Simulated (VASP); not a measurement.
Here is a VASP 6.6.1 calculation.

Contents of INCAR:

```
SYSTEM = Ti
PREC = Accurate
ENCUT = 600
EDIFF = 1E-6
ISMEAR = 0
SIGMA = 0.05
LREAL = .False.
LASPH = .True.
NELM = 100
ALGO = Normal
ISIF = 3
LWAVE = .False.
LCHARG = .False.
IBRION = 2
NSW = 60
EDIFFG = -0.01
PSTRESS = 200.0
```

KPOINTS

```
Automatic mesh
0
Gamma
  7 7 9
  0 0 0
```

The input POSCAR:

```
Ti
1.0
    4.6000000000      0.0000000000      0.0000000000
   -2.3000000000      3.9837168600      0.0000000000
    0.0000000000      0.0000000000      2.8200000000
Ti
3
Direct
    0.0000000000      0.0000000000      0.0000000000
    0.3333333333      0.6666666667      0.5000000000
    0.6666666667      0.3333333333      0.5000000000
```

Potentials or basis: VASP PAW LDA potentials, release 64 (Ti_sv).

The run is started by

```console
$ cat potpaw_LDA.64/Ti_sv/POTCAR > POTCAR
$ mpirun -np 1 vasp_std > vasp.out
```

Problem. Estimate the relaxed cell.

Solution. a = 4.257 Å, b = 4.257 Å, c = 2.666 Å, α = 90.00°, β = 90.00°, γ = 120.00°.

Problem. Estimate the space group after relaxing (to 0.1 Å).

Solution. P6/mmm (No. 191).

Final structure:
```
Ti
1.0
     4.25743    0.00000    0.00000
    -2.12872    3.68704    0.00000
     0.00000    0.00000    2.66607
Ti
3
Direct
  0.00000 0.00000 0.00000
  0.33333 0.66667 0.50000
  0.66667 0.33333 0.50000
```

 LDA usually gives volumes a few per cent too small.
